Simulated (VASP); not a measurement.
# La (P6_3/mmc) in VASP: notebook, part 2 of 2

VASP 6.6.1. The steps go on from the part before.

## 3. Relaxation of cell and atoms, PBEsol

This run uses another cell than the first one, of 37.42 Å³/atom.

INCAR reads:

```
SYSTEM = La
ALGO     = Normal         ! electronic algorithm
EDIFF    = 1E-6           ! SCF threshold, eV
EDIFFG   = -0.02          ! ionic threshold
ENCUT    = 600            ! plane-wave cutoff, eV
GGA      = PS             ! functional
IBRION   = 2              ! ionic algorithm
ISIF     = 3              ! what is computed and relaxed
ISMEAR   = -1             ! smearing method
LASPH    = .TRUE.         ! aspherical terms in the spheres
LCHARG   = .FALSE.        ! write CHGCAR
LREAL    = .FALSE.        ! projectors in reciprocal space
LWAVE    = .FALSE.        ! write WAVECAR
NELM     = 100            ! most SCF steps
NSW      = 80             ! ionic steps
PREC     = Accurate       ! precision mode
SIGMA    = 0.05           ! smearing width, eV
```

KPOINTS reads:

```
k-points
0
G
  7 7 2
  0 0 0
```

POSCAR reads:

```
La
1.0
    3.7700000000      0.0000000000      0.0000000000
   -1.8850000000      3.2649157723      0.0000000000
    0.0000000000      0.0000000000     12.1590000000
La
4
Direct
    0.0000000000      0.0000000000      0.0000000000
    0.0000000000      0.0000000000      0.5000000000
    0.3333330000      0.6666670000      0.7500000000
    0.6666670000      0.3333330000      0.2500000000
```

Potentials or basis: VASP PAW PBE potentials, release 64 (La).

Command:

```bash
cat potpaw_PBE.64/La/POTCAR > POTCAR
mpirun -np 1 vasp_std > vasp.out
```

OUTCAR:

```text
SYSTEM = La
   EDIFF = 1E-6
   EDIFFG = -0.02
   ENCUT = 600
   GGA = PS
   IBRION = 2
   ISIF = 3
   ISMEAR = -1
   LASPH = .TRUE.
   LREAL = .FALSE.
   NELM = 100
   NSW = 80
   PREC = Accurate

 ion  position               nearest neighbor table
   1  0.000  0.000  0.000-
   2  0.000  0.000  0.500-
   3  0.333  0.667  0.750-
   4  0.667  0.333  0.250-

  LATTYP: Found a hexagonal cell.
 ALAT       =     3.7700000000
 C/A-ratio  =     3.2251989390

  Lattice vectors:

 A1 = (   3.7700000000,   0.0000000000,   0.0000000000)
 A2 = (  -1.8850000000,   3.2649157723,   0.0000000000)
 A3 = (   0.0000000000,   0.0000000000,  12.1590000000)

Analysis of symmetry for initial positions (statically):
=====================================================================
 Subroutine PRICEL returns:
 Original cell was already a primitive cell.
[... 209 lines left out ...]

 val. band max:        8.4089772410   @ k =   0.1429   0.0000   0.0000
 cond. band min:       8.5030286686   @ k =   0.2857   0.2857   0.5000
 fundamental gap:      0.0940514276
 Fermi energy:         8.4458781560

 k-point     1 :       0.0000    0.0000    0.0000
  band No.  band energies     occupation
      1     -24.3165      2.00000
      2     -24.1870      2.00000
      3     -24.1813      2.00000
      4     -24.0461      2.00000
      5      -8.8234      2.00000
      6      -8.0158      2.00000
[... 680 lines left out ...]
--------------------------------------- Ionic step        8  -------------------------------------------

 number of electron      44.0000005 magnetization

 Free energy of the ion-electron system (eV)
  ---------------------------------------------------
  ext. energy  EPLUGINS =         0.00000000
  ---------------------------------------------------
  free energy    TOTEN  =       -21.45668617 eV

  energy without entropy =      -21.41292791  energy(sigma->0) =      -21.43480704

 E-fermi :   8.5951     XC(G=0): -10.0472

 val. band max:        8.5475939384   @ k =   0.1429   0.0000   0.0000
 cond. band min:       8.6422522405   @ k =   0.4286   0.1429   0.0000
 fundamental gap:      0.0946583021
 Fermi energy:         8.5950540248

 k-point     1 :       0.0000    0.0000    0.0000
  band No.  band energies     occupation
      1     -24.1579      2.00000
      2     -24.0247      2.00000
      3     -24.0181      2.00000
      4     -23.8787      2.00000
      5      -8.6896      2.00000
      6      -7.8603      2.00000
[... 484 lines left out ...]
  FREE ENERGIE OF THE ION-ELECTRON SYSTEM (eV)
  ---------------------------------------------------
  free  energy   TOTEN  =       -21.4566861692 eV

  energy  without entropy=      -21.4129279084  energy(sigma->0) =      -21.43480704

 reached required accuracy - stopping structural energy minimisation
```

OSZICAR:

```text
N       E                     dE             d eps       ncg     rms          rms(c)
DAV:   1     0.588721618513E+03    0.58872E+03   -0.16379E+04   832   0.255E+03
DAV:   2     0.127772537684E+03   -0.46095E+03   -0.45500E+03  1288   0.457E+02
DAV:   3    -0.264202410038E+01   -0.13041E+03   -0.12947E+03  1512   0.285E+02
[... 70 lines left out ...]
DAV:   1    -0.214570782103E+02   -0.43152E-03   -0.36190E-02  1132   0.345E+00    0.921E-02
DAV:   2    -0.214567960937E+02    0.28212E-03   -0.12258E-03  1420   0.410E-01    0.495E-02
DAV:   3    -0.214566866472E+02    0.10945E-03   -0.58543E-04  1464   0.240E-01    0.127E-02
DAV:   4    -0.214566863055E+02    0.34163E-06   -0.32262E-05  1288   0.567E-02    0.778E-03
DAV:   5    -0.214566861692E+02    0.13629E-06   -0.17266E-06   656   0.163E-02
   8 F= -.21456686E+02 E0= -.21434807E+02  d E =-.446553E-03
```

CONTCAR:

```text
La
   1.00000000000000
     3.6399641018649174   -0.0000000000000000   -0.0000000000000000
    -1.8199820509324587    3.1523013811077187    0.0000000000000000
     0.0000000000000000    0.0000000000000000   11.8655371939593905
  La
     4
Direct
     0.0000000000000000    1.0000000000000000    0.0000000000000000
     0.0000000000000000    1.0000000000000000    0.5000000000000000
     0.3333330000000032    0.6666669999999968    0.7500000000000000
     0.6666669999999968    0.3333330000000032    0.2500000000000000

  0.00000000E+00  0.00000000E+00  0.00000000E+00
  0.00000000E+00  0.00000000E+00  0.00000000E+00
  0.00000000E+00  0.00000000E+00  0.00000000E+00
  0.00000000E+00  0.00000000E+00  0.00000000E+00
```

Wall time 5 min (1 thread of Intel Xeon 6975P-C (Granite Rapids), shared host); peak memory 0.34 GiB.

Results:

| Quantity | Value |
| --- | --- |
| Free energy | -21.4567 eV |
| Relaxed volume | 34.04 Å³/atom |
| Relaxed cell | a = 3.640 Å, b = 3.640 Å, c = 11.866 Å, α = 90.00°, β = 90.00°, γ = 120.00° |
| Space group after relaxing (to 0.1 Å) | P6_3/mmc (No. 194) |
| Energy gained by relaxing | 26.2 meV/atom |
| Ionic steps | 8 |
| Pressure after relaxing | 0.1 GPa |
| Band gap on the k mesh | zero (bands 22 and 23 overlap by 0.90 eV) |

The path:
```
step  energy change (eV)  largest force (eV/Å)  pressure (GPa)  volume (Å³)
   1              0.0000                0.0000           -2.35       149.66
   2             -0.1023                0.0000           -0.32       138.09
   3             -0.1042                0.0000           -0.04       136.64
   4             -0.1042                0.0000            0.01       136.39
   5             -0.1042                0.0000            0.06       136.13
   6             -0.1046                0.0000            0.06       136.14
   7             -0.1046                0.0000            0.06       136.14
   8             -0.1047                0.0000            0.05       136.15
```

Final structure:
```cif
data_structure
_symmetry_space_group_name_H-M 'P 1'
_symmetry_Int_Tables_number 1
_cell_length_a 3.6400
_cell_length_b 3.6400
_cell_length_c 11.8655
_cell_angle_alpha 90.000
_cell_angle_beta 90.000
_cell_angle_gamma 120.000
_cell_volume 136.15
loop_
_atom_site_label
_atom_site_type_symbol
_atom_site_fract_x
_atom_site_fract_y
_atom_site_fract_z
_atom_site_occupancy
La1 La 0.00000 0.00000 0.00000 1
La2 La 0.00000 0.00000 0.50000 1
La3 La 0.33333 0.66667 0.75000 1
La4 La 0.66667 0.33333 0.25000 1
```

Levels at points of the mesh, in eV from the Fermi level:
```tsv
k point	band 19	band 20	band 21	band 22	band 23	band 24	band 25	band 26
(0.00, 0.00, 0.00)	-1.83	-1.82	0.57	0.70	1.27	1.32	1.32	1.41
(0.00, 0.00, 0.50)	-1.76	-1.76	0.76	0.76	1.39	1.39	1.39	1.39
```

Caveat: the PAW data sets were made with another functional, which shifts forces and pressure a little; spin-orbit coupling is left out, which moves the levels of the heavy elements.

The gap in the log of VASP goes by the Fermi energy; the results here count the filled bands.